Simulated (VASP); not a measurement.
Wanted: the native input for a VASP 6.6.1 run.

```
Task                   : single point
Functional             : PBE
Potentials or basis    : VASP PAW PBE potentials, release 64 (C, B)
Cutoff                 : 520 eV
k mesh                 : 12 × 12 × 3
Occupations            : fermi-dirac, width 0.05 eV
Spin                   : no spin polarisation
Dipole correction      : no
Further INCAR settings : ALGO = Normal; EDIFF = 1e-06; NBANDS = 26
```

The structure of BC7 lies in POSCAR:

```
BC7
1.0
    2.5358173008      0.0000000000      0.0000000000
   -1.2679086504      2.1960822018      0.0000000000
    0.0000000000      0.0000000000      8.5222680000
C B
7 1
Direct
    0.6666666667      0.3333333333      0.2390940000
    0.6666666667      0.3333333333      0.0635450000
    0.6666666667      0.3333333333      0.5735260000
    0.6666666667      0.3333333333      0.7549550000
    0.3333333333      0.6666666667      0.8162840000
    0.3333333333      0.6666666667      0.0000190000
    0.0000000000      0.0000000000      0.5121780000
    0.0000000000      0.0000000000      0.3228680000
```

The input as run:

INCAR

```
SYSTEM = BC7
PREC = Accurate
ENCUT = 520
EDIFF = 1E-6
ISMEAR = -1
SIGMA = 0.05
LREAL = .FALSE.
LASPH = .TRUE.
NELM = 100
ALGO = Normal
ISIF = 2
LWAVE = .FALSE.
LCHARG = .TRUE.
GGA = PE
LELF = .TRUE.
LVHAR = .TRUE.
NBANDS = 26
```

KPOINTS

```
Automatic mesh
0
G
  12 12 3
  0 0 0
```

Potentials or basis: VASP PAW PBE potentials, release 64 (C, B).

The run is started by

```sh
$ cat potpaw_PBE.64/C/POTCAR potpaw_PBE.64/B/POTCAR > POTCAR
$ mpirun -np 1 vasp_std > vasp.out
```

Results of the run:

```
Pressure      : 0.0 GPa
Largest force : 0.073 eV/Å
```

Run time: 55 s on 1 thread of Intel(R) Xeon(R) Platinum 8259CL CPU @ 2.50GHz (Skylake/Cascade Lake), on a shared host, peak memory 0.18 GiB.
